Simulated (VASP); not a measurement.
Write the native input for VASP 6.6.1 that does the following.

* Task: single point
* Functional: PBEsol-based screened hybrid with 25 % exact exchange
* Potentials or basis: VASP PAW PBE potentials, release 64 (Zn)
* Cutoff: 520 eV
* k mesh: 6 × 6 × 6
* Occupations: fermi-dirac, width 0.05 eV
* Spin: no spin polarisation
* Dipole correction: no
* Grid for exact exchange (PRECFOCK): Normal
* Share of exact exchange: 0.25
* Further INCAR settings: ALGO = Normal; EDIFF = 1e-07; NBANDS = 12
* Screening parameter: 0.207 1/Å

The system is Zn.

```
Zn
1.0
    -1.56904    1.56904    1.56904
     1.56904   -1.56904    1.56904
     1.56904    1.56904   -1.56904
Zn
1
Direct
  0.00000 0.00000 0.00000
```

This isn't the form of Zn at room conditions, which is hcp.

The input as run:

POSCAR

```
Zn
1.0
   -1.5690370000      1.5690370000      1.5690370000
    1.5690370000     -1.5690370000      1.5690370000
    1.5690370000      1.5690370000     -1.5690370000
Zn
1
Direct
    0.0000000000      0.0000000000      0.0000000000
```

INCAR.step1

```
SYSTEM = Zn
PREC = Accurate
ENCUT = 520
EDIFF = 1E-5
ISMEAR = -1
SIGMA = 0.05
LREAL = .FALSE.
LASPH = .TRUE.
NELM = 100
ALGO = Normal
ISIF = 2
LWAVE = .TRUE.
LCHARG = .FALSE.
GGA = PE
NBANDS = 12
```

INCAR.step2

```
SYSTEM = Zn
PREC = Accurate
ENCUT = 520
EDIFF = 1E-7
ISMEAR = -1
SIGMA = 0.05
LREAL = .FALSE.
LASPH = .TRUE.
NELM = 100
ALGO = Normal
ISIF = 2
LWAVE = .FALSE.
LCHARG = .FALSE.
GGA = PS
LHFCALC = .TRUE.
AEXX = 0.25
HFSCREEN = 0.207
PRECFOCK = Normal
ISTART = 1
NBANDS = 12
```

KPOINTS

```
regular mesh
0
G
  6 6 6
  0 0 0
```

Potentials or basis: VASP PAW PBE potentials, release 64 (Zn).

The run is started by

```sh
$ cat potpaw_PBE.64/Zn/POTCAR > POTCAR
$ cp INCAR.step1 INCAR
$ mpirun -np 1 vasp_std > vasp.out
$ cp INCAR.step2 INCAR
$ mpirun -np 1 vasp_std > vasp.out
```

Results of the run:

| Quantity | Value |
| --- | --- |
| Pressure | -3.1 GPa |
| Band gap on the k mesh | zero (bands 6 and 7 overlap by 5.82 eV) |

Caveat: the k points lie up to 0.47 Å⁻¹ apart, too coarse for converged energies and pressures of a metal; the PAW data sets were made with another functional, which shifts forces and pressure a little.

Run time: 8.9 min on 1 thread of AMD EPYC 7R43 64-Core Processor (Zen 3), on a shared host, peak memory 0.19 GiB.
